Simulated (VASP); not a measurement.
Set up this calculation in VASP 6.6.1, as the native input.

* Task: single point
* Functional: PBEsol
* Potentials or basis: VASP PAW PBE potentials, release 64 (Ti_sv, Al)
* Cutoff: 520 eV
* k mesh: 12 × 12 × 12
* Occupations: gaussian, width 0.1 eV
* Spin: no spin polarisation
* Dipole correction: no
* Further INCAR settings: ALGO = Normal; EDIFF = 1e-07; NBANDS = 14

The structure of TiAl lies in POSCAR:

```
TiAl
1.0
    3.1790640000      0.0000000000      0.0000000000
    0.0000000000      3.1790640000      0.0000000000
    0.0000000000      0.0000000000      3.1790640000
Ti Al
1 1
Direct
    0.0000000000      0.0000000000      0.0000000000
    0.5707755490      0.5000000000      0.5000000000
```

This cell differs from its parent crystal: one atom moved.

These files were run (other wordings do the same):

INCAR

```
PREC = Accurate ; ENCUT = 520
EDIFF = 1E-7 ; ISMEAR = 0
SIGMA = 0.1 ; LREAL = False
LASPH = True ; NELM = 60
ALGO = Normal ; ISIF = 2
LWAVE = False ; LCHARG = False
GGA = PS ; NBANDS = 14
```

KPOINTS

```
Automatic mesh
0
Gamma
  12 12 12
```

Potentials or basis: VASP PAW PBE potentials, release 64 (Ti_sv, Al).

The run is started by

```bash
$ cat potpaw_PBE.64/Ti_sv/POTCAR potpaw_PBE.64/Al/POTCAR > POTCAR
$ mpirun -np 1 vasp_std > vasp.out
```

It gave:

The pressure is -0.4 GPa. The largest force is 1.377 eV/Å.

Caveat: the cell differs from its parent crystal (one atom moved); the PAW data sets were made with another functional, which shifts forces and pressure a little.

Run time: 21 s on 1 thread of Intel(R) Xeon(R) 6975P-C (Granite Rapids), with other jobs on the host, peak memory 0.21 GiB.
